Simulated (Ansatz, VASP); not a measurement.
# Rb: VASP beside Ansatz

```xyz
1
Lattice="-2.8025 2.8025 2.8025 2.8025 -2.8025 2.8025 2.8025 2.8025 -2.8025" Properties=species:S:1:pos:R:3 pbc="T T T"
Rb    0.0000    0.0000    0.0000
```

Alike in both runs: functional PBE; k mesh 5 × 5 × 5; occupations fermi-dirac, width 0.05 eV; no spin polarisation.

|  | VASP | Ansatz |
| --- | --- | --- |
| version | VASP 6.6.1 | Ansatz 0.2.0 |
| potentials or method | VASP PAW PBE potentials, release 64 (Rb_sv), cutoff 520 eV | all-electron LAPW, scalar-relativistic |
| task | single point | band structure |

|  | VASP | Ansatz | Ansatz less VASP |
| --- | --- | --- | --- |
| gap on the k mesh at the Fermi level (eV) | none | none | - |
| pressure (GPa) | 0.1 | 0.1 | 0.00 |

A gap of «none» marks a metal or a gap that the smearing closes. Ansatz ran all-electron here, and VASP with PAW potentials.

Noted on Ansatz's run: the k mesh is thin for a metal, which can move the energy by tens of meV per atom.
